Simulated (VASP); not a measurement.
A run of VASP 6.6.1 is set up as follows.

The input INCAR:

```
  PREC = Accurate
  ENCUT = 520
  EDIFF = 1E-6
  ISMEAR = 0
  SIGMA = 0.05
  LREAL = False
  LASPH = True
  NELM = 80
  ALGO = Normal
  ISIF = 2
  LWAVE = False
  LCHARG = False
  GGA = RE
  NBANDS = 29
```

File KPOINTS:

```
regular mesh
0
Gamma
  6 6 6
```

The input POSCAR:

```
ZrSi2
1.0
    1.8581510001     -7.3459593984      0.0000000000
    1.8581510001      7.3459593984      0.0000000000
    0.0000000000      0.0000000000      3.6725538926
Zr Si
2 4
Direct
    0.6046286350      0.3953713650      0.2500000000
    0.3953713650      0.6046286350      0.7500000000
    0.9462977221      0.0537022779      0.2500000000
    0.0537022779      0.9462977221      0.7500000000
    0.2499904891      0.7500095109      0.2500000000
    0.7500095109      0.2499904891      0.7500000000
```

Potentials or basis: VASP PAW PBE potentials, release 64 (Zr_sv, Si).

Launch:

```console
$ cat potpaw_PBE.64/Zr_sv/POTCAR potpaw_PBE.64/Si/POTCAR > POTCAR
$ mpirun -np 1 vasp_std > vasp.out
```

Question: Estimate the band gap on the k mesh.

Answer: Zero (bands 20 and 21 overlap by 0.76 eV).

Question: Estimate the largest force.

Answer: 0.011 eV/Å.

Question: What does it give for the pressure?

Answer: 2.1 GPa.

Stress tensor (GPa, compression positive):
```
2.17 0.00 0.00
0.00 2.09 0.00
0.00 0.00 2.07
```

Caveat: the PAW data sets were made with another functional, which shifts forces and pressure a little.
